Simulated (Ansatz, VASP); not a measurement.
# NaCl in VASP and in Ansatz

The input INCAR:

```
  PREC = Accurate
  ENCUT = 520
  EDIFF = 1E-6
  ISMEAR = 0
  SIGMA = 0.02
  LREAL = F
  LASPH = T
  NELM = 60
  ALGO = Normal
  ISIF = 2
  LWAVE = F
  LCHARG = F
  GGA = PE
  NBANDS = 14
```

KPOINTS

```
Automatic mesh
0
Gamma
  8 8 8
```

The input POSCAR:

```
NaCl
1.0
    0.0000000000      2.8193982467      2.8193982467
    2.8193982467      0.0000000000      2.8193982467
    2.8193982467      2.8193982467      0.0000000000
Na Cl
1 1
Direct
    0.5000000000      0.5000000000      0.5000000000
    0.0000000000      0.0000000000      0.0000000000
```

Input for Ansatz:

```yaml
crystal:
  lattice:
    - [0.0, 2.8193982467, 2.8193982467]
    - [2.8193982467, 0.0, 2.8193982467]
    - [2.8193982467, 2.8193982467, 0.0]
  atoms:
    - { symbol: Na, position: [0.5, 0.5, 0.5] }
    - { symbol: Cl, position: [0.0, 0.0, 0.0] }
basis:
  ecutwfc: 420
kpoints:
  mp_grid: { grid: [8, 8, 8] }
hamiltonian:
  xc: pbe
scf:
  occupations: { method: gaussian, width: 0.02 }
output:
  forces: true
  stress: true
  eigenvalues: true
  write_density: true
  write_potential: true
  elf: true
  volumetric_format: npy
```

Alike in both runs: task single point; functional PBE; k mesh 8 × 8 × 8; occupations gaussian, width 0.02 eV; no spin polarisation.

|  | VASP | Ansatz |
| --- | --- | --- |
| version | VASP 6.6.1 | Ansatz 0.2.0 |
| potentials or method | VASP PAW PBE potentials, release 64 (Na_pv, Cl), cutoff 520 eV | scalar-relativistic, plane waves, PAW |
| valence electrons in the cell | 14 | 16 |

|  | VASP | Ansatz | Ansatz less VASP |
| --- | --- | --- | --- |
| gap on the k mesh at the Fermi level (eV) | 5.11 | 5.11 | 0.000 |
| least direct gap on the mesh (eV) | 5.11 | 5.11 | 0.000 |
| pressure (GPa) | 0.7 | 0.8 | +0.03 |

With one functional, cell and mesh, what is left measures potentials, basis and numerics. VASP's potentials hold 14 valence electrons a cell and Ansatz's 16, so a difference there can come from the potentials and not from the codes.
